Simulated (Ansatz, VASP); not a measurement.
## MgO: VASP beside Ansatz

```xyz
4
Lattice="3.4841 0.0000 0.0000 -1.7420 3.0173 0.0000 0.0000 0.0000 4.1853" Properties=species:S:1:pos:R:3 pbc="T T T"
Mg    1.7420    1.0058    3.1390
Mg    0.0000    2.0115    1.0463
O     1.7420    1.0058    1.0463
O     0.0000    2.0115    3.1390
```

Alike in both runs: task single point; functional HSE06; k mesh 6 × 6 × 4; no spin polarisation.

|  | VASP | Ansatz |
| --- | --- | --- |
| version | VASP 6.6.1 | Ansatz 0.2.0 |
| potentials or method | VASP PAW PBE potentials, release 64 (Mg, O) | plane waves, PAW |
| plane-wave cutoff (eV) | 520 | 420 |
| occupations | gaussian, width 0.01 eV | fixed |
| valence electrons in the cell | 16 | 32 |

```tsv
	VASP	Ansatz	Ansatz less VASP
gap on the k mesh at the Fermi level (eV)	5.02	5.05	+0.030
pressure (GPa)	-0.2	-0.1	+0.15
traceless stress, the component that is largest in VASP (GPa)	-0.13	-0.06	+0.069
```

VASP's potentials hold 16 valence electrons a cell and Ansatz's 32, so a difference there can come from the potentials and not from the codes. Ansatz's warnings: stress exchange threshold loose, stress scf threshold loose.
